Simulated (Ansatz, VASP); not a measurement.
Two plane-wave programs on SrTiO3

```
Sr Ti O
1.0
     3.93640    0.00000    0.00000
     0.00000    3.93640    0.00000
     0.00000    0.00000    3.93640
Sr Ti O
1 1 3
Direct
  0.50000 0.50000 0.50000
  0.00000 0.00000 0.00000
  0.50000 0.00000 0.00000
  0.00000 0.50000 0.00000
  0.00000 0.00000 0.50000
```

Alike in both runs: functional PBE; k mesh 8 × 8 × 8; occupations gaussian, width 0.02 eV; no spin polarisation.

Ansatz relaxed the structure, and its values are those at the end. VASP's run is a single point on that final structure, the one shown.

|  | VASP | Ansatz |
| --- | --- | --- |
| version | VASP 6.6.1 | Ansatz 0.2.0 |
| potentials or method | VASP PAW PBE potentials, release 64 (Sr_sv, Ti_sv, O), cutoff 520 eV | scalar-relativistic, plane waves, PAW |
| valence electrons in the cell | 40 | 40 |

```csv
,VASP,Ansatz,Ansatz less VASP
gap on the k mesh at the Fermi level (eV),1.81,1.84,+0.032
least direct gap on the mesh (eV),2.18,2.20,+0.022
pressure (GPa),0.6,0.0,-0.63
```
